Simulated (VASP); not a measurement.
**Ni: single point with LDA**

Ni:

```xyz
1
Lattice="0.0000 1.7912 1.7912 1.7912 0.0000 1.7912 1.7912 1.7912 0.0000" Properties=species:S:1:pos:R:3 pbc="T T T"
Ni    0.0000    0.0000    0.0000
```

This cell differs from its parent crystal: volume scaled by 1.04.

```
Program                : VASP 6.6.1
Task                   : single point
Functional             : LDA
Potentials or basis    : VASP PAW LDA potentials, release 64 (Ni)
Cutoff                 : 520 eV
k mesh                 : 20 × 20 × 20
Occupations            : fermi-dirac, width 0.05 eV
Spin                   : collinear spin, ferromagnetic start
Starting moments       : [1.5] μB
Dipole correction      : no
Further INCAR settings : ALGO = Normal; EDIFF = 1e-07; NBANDS = 15
```

```
Pressure                                              : -24.6 GPa
Net moment                                            : 0.62 μB per cell
Site moments                                          : Ni +0.62 μB
Valence electrons inside the program's atomic spheres : Ni 9.23
```

Levels at points of the mesh, in eV from the Fermi level:
Spin up:
| k point | band 1 | band 2 | band 3 | band 4 | band 5 | band 6 | band 7 | band 8 | band 9 | band 10 |
| --- | --- | --- | --- | --- | --- | --- | --- | --- | --- | --- |
| (0.00, 0.00, 0.00) | -8.60 | -2.22 | -2.22 | -2.22 | -1.15 | -1.15 | 23.33 | 26.64 | 26.64 | 26.64 |
| (0.50, 0.00, 0.00) | -4.50 | -2.21 | -2.21 | -0.52 | -0.52 | -0.15 | 5.33 | 21.88 | 23.62 | 23.62 |
| (0.50, 0.50, 0.00) | -4.29 | -3.85 | -0.49 | -0.39 | -0.39 | 2.43 | 8.79 | 14.27 | 14.27 | 19.15 |
Spin down:
| k point | band 2 | band 3 | band 4 | band 5 | band 6 | band 7 | band 8 | band 9 |
| --- | --- | --- | --- | --- | --- | --- | --- | --- |
| (0.00, 0.00, 0.00) | -1.59 | -1.59 | -1.59 | -0.57 | -0.57 | 23.30 | 26.69 | 26.69 |
| (0.50, 0.00, 0.00) | -1.64 | -1.64 | -0.12 | 0.14 | 0.14 | 5.71 | 21.84 | 23.73 |
| (0.50, 0.50, 0.00) | -3.32 | 0.11 | 0.32 | 0.32 | 2.47 | 9.06 | 14.34 | 14.34 |

Wall time 44 s on 1 thread of Intel(R) Xeon(R) 6975P-C (Granite Rapids) (shared host), peak memory 0.17 GiB.
